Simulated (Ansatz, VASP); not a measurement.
**BaTiO3: VASP beside Ansatz**

Contents of INCAR:

```
SYSTEM = BaTiO3
ALGO = Normal
EDIFF = 1E-6
ENCUT = 520
GGA = PS
ISIF = 2
ISMEAR = 0
LASPH = .TRUE.
LCHARG = .FALSE.
LREAL = .FALSE.
LWAVE = .FALSE.
NBANDS = 28
NELM = 60
PREC = Accurate
SIGMA = 0.05
```

Contents of KPOINTS:

```
k-points
0
G
  6 6 6
  0 0 0
```

POSCAR

```
BaTiO3
1.0
    4.0060000000      0.0000000000      0.0000000000
    0.0000000000      4.0060000000      0.0000000000
    0.0000000000      0.0000000000      4.0060000000
Ba Ti O
1 1 3
Direct
    0.5000000000      0.5000000000      0.5000000000
    0.0000000000      0.0000000000      0.0000000000
    0.5000000000      0.0000000000      0.0000000000
    0.0000000000      0.5000000000      0.0000000000
    0.0000000000      0.0000000000      0.5000000000
```

Input for Ansatz:

```yaml
crystal:
  lattice:
    - [4.006, 0.0, 0.0]
    - [0.0, 4.006, 0.0]
    - [0.0, 0.0, 4.006]
  atoms:
    - { symbol: Ba, position: [0.5, 0.5, 0.5] }
    - { symbol: Ti, position: [0.0, 0.0, 0.0] }
    - { symbol: O, position: [0.5, 0.0, 0.0] }
    - { symbol: O, position: [0.0, 0.5, 0.0] }
    - { symbol: O, position: [0.0, 0.0, 0.5] }
basis:
  ecutwfc: 550.0
kpoints:
  mp_grid:
    grid: [6, 6, 6]
hamiltonian:
  xc: pbesol
scf:
  occupations:
    method: gaussian
    width: 0.05
output:
  stress: true
```

Alike in both runs: task single point; functional PBEsol; k mesh 6 × 6 × 6; occupations gaussian, width 0.05 eV; no spin polarisation.

```csv
,VASP,Ansatz
version,VASP 6.6.1,Ansatz 0.2.0
potentials or method,"VASP PAW PBE potentials, release 64 (Ba_sv, Ti_sv, O), cutoff 520 eV","plane waves, PAW"
valence electrons in the cell,40,40
```

|  | VASP | Ansatz | Ansatz less VASP |
| --- | --- | --- | --- |
| pressure (GPa) | -2.8 | -4.6 | -1.79 |

VASP's potentials were made for PBE, not for PBEsol.

Spin-orbit coupling is off throughout.
